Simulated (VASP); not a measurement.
Here is a VASP 6.6.1 calculation.

Contents of INCAR:

```
PREC = Accurate
ENCUT = 520
EDIFF = 1E-6
ISMEAR = 0
SIGMA = 0.05
LREAL = Auto
LASPH = T
NELM = 150
ALGO = Normal
ISIF = 2
LWAVE = F
LCHARG = F
ISPIN = 2
MAGMOM = 0 0 0 0 0 0 0 0 0 0 0.11 0 0.11 0 0.11 0.11 0.39
LORBIT = 11
GGA = PE
IVDW = 12
NBANDS = 50
```

File KPOINTS:

```
Automatic mesh
0
Gamma
  3 3 3
```

POSCAR

```
Mg8HO8
1.0
    0.0000000000      4.2703000000      4.2703000000
    4.2703000000      0.0000000000      4.2703000000
    4.2703000000      4.2703000000      0.0000000000
Mg O H
8 8 1
Direct
    0.0253803011      0.0115435684     -0.0257791022
   -0.0071521907      0.0082265883      0.4930592698
    0.0075588366      0.5005630752     -0.0080569281
   -0.0104258483      0.5142096574      0.4898795167
    0.5096095122     -0.0057449125      0.0097818654
    0.4738042995      0.0117613517      0.5254154275
    0.5065022364      0.4947037679      0.0065090275
    0.4916538651      0.5005225628      0.5077635061
    0.2539391846      0.2485810130      0.2530928740
    0.2495295413      0.2587345151      0.7498325645
    0.2452972859      0.7561623305      0.2464391261
    0.2495838700      0.7531618387      0.7497775332
    0.7496408917      0.2773586165      0.2498242512
    0.7530319884      0.2484700138      0.7541822589
    0.7495336393      0.7038443435      0.2498809217
    0.7461842259      0.7562961619      0.7454622626
    0.7495127977      0.9646150153      0.2499052760
```

Potentials or basis: VASP PAW PBE potentials, release 64 (Mg, O, H).

Launch:

```console
$ cat potpaw_PBE.64/Mg/POTCAR potpaw_PBE.64/O/POTCAR potpaw_PBE.64/H/POTCAR > POTCAR
$ mpirun -np 1 vasp_std > vasp.out
```

Estimate the dispersion energy per atom.

-0.274 eV.

What does it give for the pressure?

0.7 GPa.

Forces on the atoms (eV/Å):
```
Mg   0.024 -0.004  0.032
Mg   0.013 -0.029  0.011
Mg   0.032 -0.002 -0.069
Mg  -0.010  0.006 -0.010
Mg  -0.011 -0.006 -0.010
Mg   0.038  0.005  0.020
Mg   0.014  0.027  0.010
Mg  -0.068  0.000  0.034
O   -0.010  0.024  0.010
O    0.002  0.002  0.006
O    0.014 -0.023 -0.010
O    0.002  0.001  0.001
O   -0.091 -0.001 -0.091
O    0.013  0.020 -0.011
O    0.168  0.000  0.173
O   -0.012 -0.021  0.011
H   -0.116  0.000 -0.106
```

Caveat: the k points lie up to 0.42 Å⁻¹ apart.
